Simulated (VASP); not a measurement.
Wanted: the native input for a VASP 6.6.1 run.

```
Task                   : single point
Functional             : PBEsol
Potentials or basis    : VASP PAW PBE potentials, release 64 (Ti_sv, Pt)
Cutoff                 : 520 eV
k mesh                 : 12 × 12 × 12
Occupations            : gaussian, width 0.1 eV
Spin                   : no spin polarisation
Dipole correction      : no
Further INCAR settings : ALGO = Fast; EDIFF = 1e-06; NBANDS = 29
```

The structure of TiPt3 lies in POSCAR:

```
TiPt3
1.0
    3.9758310574      0.0000000000      0.0000000000
    0.0000000000      3.9758310574      0.0000000000
    0.0000000000      0.0000000000      3.9758310574
Ti Pt
1 3
Direct
    0.0000000000      0.0000000000      0.0000000000
    0.0000000000      0.5000000000      0.5000000000
    0.5000000000      0.0000000000      0.5000000000
    0.5000000000      0.5000000000      0.0000000000
```

The input as run:

INCAR

```
PREC = Accurate
ENCUT = 520
EDIFF = 1E-6
ISMEAR = 0
SIGMA = 0.1
LREAL = False
LASPH = True
NELM = 100
ALGO = Fast
ISIF = 2
LWAVE = False
LCHARG = False
GGA = PS
NBANDS = 29
```

KPOINTS

```
regular mesh
0
Gamma
  12 12 12
```

Potentials or basis: VASP PAW PBE potentials, release 64 (Ti_sv, Pt).

Command:

```bash
$ cat potpaw_PBE.64/Ti_sv/POTCAR potpaw_PBE.64/Pt/POTCAR > POTCAR
$ mpirun -np 1 vasp_std > vasp.out
```

Results of the run:

| Item | Value |
| --- | --- |
| Pressure | -13.7 GPa |
| Band gap on the k mesh | zero (bands 21 and 22 overlap by 1.72 eV) |

Caveat: the cell stands under tension; the PAW data sets were made with another functional, which shifts forces and pressure a little; spin-orbit coupling is left out, which moves the levels of the heavy elements.

Run time: 9.8 min on 1 thread of Intel Xeon 8259CL, on a shared host, peak memory 0.27 GiB.
